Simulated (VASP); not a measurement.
Here is a VASP 6.6.1 calculation.

File INCAR:

```
PREC = Accurate ; ENCUT = 520
EDIFF = 1E-6 ; ISMEAR = -1
SIGMA = 0.05 ; LREAL = F
LASPH = T ; NELM = 80
ALGO = Normal ; ISIF = 2
LWAVE = F ; LCHARG = F
GGA = PS ; NBANDS = 18
```

KPOINTS

```
Automatic mesh
0
Gamma
  15 15 15
```

Contents of POSCAR:

```
Re
1.0
    1.3746347977      0.7936457705      6.6536496326
   -1.3746347977      0.7936457705      6.6536496326
    0.0000000000     -1.5872915410      6.6536496326
Re
3
Direct
    0.0000000000      0.0000000000      0.0000000000
    0.2221738800      0.2221738800      0.2221738800
    0.7778261200      0.7778261200      0.7778261200
```

Potentials or basis: VASP PAW PBE potentials, release 64 (Re).

The run is started by

```bash
$ cat potpaw_PBE.64/Re/POTCAR > POTCAR
$ mpirun -np 1 vasp_std > vasp.out
```

(1) Estimate the pressure.

(2) Estimate the band gap on the k mesh.

Results:

(1) 1.2 GPa.

(2) zero (an odd number of electrons rules out a gap without spin polarisation).

Caveat: the PAW data sets were made with another functional, which shifts forces and pressure a little; spin-orbit coupling is left out, which moves the levels of the heavy elements.
